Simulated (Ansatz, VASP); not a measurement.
**PbS in VASP and in Ansatz**

```
Pb S
1.0
     0.00000    3.32383    3.32383
     3.32383    0.00000    3.32383
     3.32383    3.32383    0.00000
Pb S
1 1
Direct
  0.00000 0.00000 0.00000
  0.25000 0.25000 0.25000
```

Alike in both runs: task single point; functional PBEsol; k mesh 10 × 10 × 10; occupations gaussian, width 0.05 eV; no spin polarisation.

|  | VASP | Ansatz |
| --- | --- | --- |
| version | VASP 6.6.1 | Ansatz 0.2.0 |
| potentials or method | VASP PAW PBE potentials, release 64 (Pb_d, S), cutoff 520 eV | scalar-relativistic, plane waves, PAW |
| valence electrons in the cell | 20 | 20 |

```csv
,VASP,Ansatz,Ansatz less VASP
gap on the k mesh at the Fermi level (eV),0.80,0.80,-0.002
least direct gap on the mesh (eV),1.22,1.22,-0.002
pressure (GPa),-1.7,-1.7,+0.03
```

VASP's potentials were made for PBE, not for PBEsol. The functional is the same, so the differences come from potentials, cutoffs and numerics.

Neither program's run includes spin-orbit coupling.
